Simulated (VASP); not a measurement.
# Pt: single point with PBE

Crystal: Pt.

```
Pt
1.0
     0.00000    2.10474    1.95790
     2.10474    0.00000    1.95790
     2.10474    2.10474    0.00000
Pt
1
Direct
  0.00000 0.00000 0.00000
```

This cell differs from its parent crystal: strain +0.0750 x Voigt [1, 1, 0, 0, 0, 0].

```
Program                : VASP 6.6.1
Task                   : single point
Functional             : PBE
Potentials or basis    : VASP PAW PBE potentials, release 64 (Pt)
Cutoff                 : 520 eV
k mesh                 : 20 × 20 × 20
Occupations            : fermi-dirac, width 0.02 eV
Spin                   : no spin polarisation
Dipole correction      : no
Further INCAR settings : ALGO = Normal; EDIFF = 1e-06; NBANDS = 11
```

```
Pressure               : -19.4 GPa
Band gap on the k mesh : zero (bands 5 and 6 overlap by 1.97 eV)
```

Stress tensor (GPa, compression positive):
```
-20.22   0.00   0.00
  0.00 -20.22   0.00
  0.00   0.00 -17.61
```

Levels at points of the mesh, in eV from the Fermi level:
```csv
k point,band 3,band 4,band 5,band 6,band 7,band 8
"(0.00, 0.00, 0.00)",-3.18,-2.51,-1.67,-0.93,15.03,18.67
"(0.50, 0.00, 0.00)",-2.67,-0.14,0.13,0.22,4.91,14.33
"(0.50, 0.50, 0.00)",0.01,0.41,0.41,2.97,8.61,10.15
"(0.50, 0.00, 0.50)",-0.03,0.12,0.61,1.69,6.99,11.29
```

Wall time 60 s on 1 thread of Intel(R) Xeon(R) Platinum 8488C (Sapphire Rapids), with other jobs on the host, peak memory 0.24 GiB.

Caveat: the cell differs from its parent crystal (strain +0.0750 x Voigt [1, 1, 0, 0, 0, 0]); the cell stands under tension; spin-orbit coupling is left out, which moves the levels of the heavy elements.
